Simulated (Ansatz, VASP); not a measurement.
## Two plane-wave programs on I

INCAR

```
PREC     = Accurate       # precision mode
ENCUT    = 520            # plane-wave cutoff, eV
EDIFF    = 1E-6           # SCF threshold, eV
ISMEAR   = 0              # smearing method
SIGMA    = 0.15           # smearing width, eV
LREAL    = False          # projectors in reciprocal space
LASPH    = True           # aspherical terms in the spheres
NELM     = 100            # most SCF steps
ALGO     = Normal         # electronic algorithm
ISIF     = 2              # what is computed and relaxed
LWAVE    = False          # write WAVECAR
LCHARG   = False          # write CHGCAR
GGA      = PS             # functional
NBANDS   = 10             # bands
```

KPOINTS

```
regular mesh
0
Gamma
  22 22 22
```

POSCAR

```
I
1.0
   -1.7074952337      1.7074952337      3.8268852028
    1.7074952337     -1.7074952337      3.8268852028
    1.7074952337      1.7074952337     -3.8268852028
I
1
Direct
    0.0000000000      0.0000000000      0.0000000000
```

Input for Ansatz:

```yaml
crystal:
  lattice:
    - [-1.7074952337, 1.7074952337, 3.8268852028]
    - [1.7074952337, -1.7074952337, 3.8268852028]
    - [1.7074952337, 1.7074952337, -3.8268852028]
  atoms:
    - { symbol: I, position: [0.0, 0.0, 0.0] }
basis:
  ecutwfc: 420
kpoints:
  mp_grid: { grid: [22, 22, 22] }
hamiltonian:
  xc: pbesol
scf:
  occupations: { method: gaussian, width: 0.15 }
output:
  forces: true
  stress: true
  eigenvalues: true
```

Alike in both runs: task single point; functional PBEsol; k mesh 22 × 22 × 22; occupations gaussian, width 0.15 eV; no spin polarisation.

|  | VASP | Ansatz |
| --- | --- | --- |
| version | VASP 6.6.1 | Ansatz 0.2.0 |
| potentials or method | VASP PAW PBE potentials, release 64 (I), cutoff 520 eV | scalar-relativistic, plane waves, PAW |
| valence electrons in the cell | 7 | 17 |

|  | VASP | Ansatz | Ansatz less VASP |
| --- | --- | --- | --- |
| gap on the k mesh at the Fermi level (eV) | none | none | - |
| pressure (GPa) | -4.0 | -4.0 | 0.00 |
| traceless stress, the component that is largest in VASP (GPa) | 3.81 | 3.80 | -0.008 |

VASP's potentials were made for PBE, not for PBEsol. A gap of «none» marks a metal or a gap that the smearing closes. VASP's potentials hold 7 valence electrons a cell and Ansatz's 17, so a difference there can come from the potentials and not from the codes.

Neither program's run includes spin-orbit coupling.
